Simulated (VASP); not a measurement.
Here is a VASP 6.6.1 calculation.

The input INCAR:

```
SYSTEM = Ge
  PREC = Accurate
  ENCUT = 520
  EDIFF = 1E-7
  ISMEAR = -1
  SIGMA = 0.08
  LREAL = .False.
  LASPH = .True.
  NELM = 80
  ALGO = Normal
  ISIF = 2
  LWAVE = .False.
  LCHARG = .False.
  GGA = PS
  NBANDS = 21
```

The input KPOINTS:

```
regular mesh
0
Gamma
  16 16 9
  0 0 0
```

Contents of POSCAR:

```
Ge
1.0
    2.6853048985      0.0000000000      0.0000000000
   -1.3426524493      2.3255422590      0.0000000000
    0.0000000000      0.0000000000      4.3987559378
Ge
2
Direct
    0.3333333333      0.6666666667      0.2500000000
    0.6666666667      0.3333333333      0.7500000000
```

Potentials or basis: VASP PAW PBE potentials, release 64 (Ge_d).

The run is started by

```console
$ cat potpaw_PBE.64/Ge_d/POTCAR > POTCAR
$ mpirun -np 1 vasp_std > vasp.out
```

(1) Predict the band gap on the k mesh.

(2) Estimate the pressure.

Results:

(1) zero (band 14 reaches 19.99 eV, above the bottom of band 15 at 6.91 eV).

(2) 41.3 GPa.

Caveat: the PAW data sets were made with another functional, which shifts forces and pressure a little.
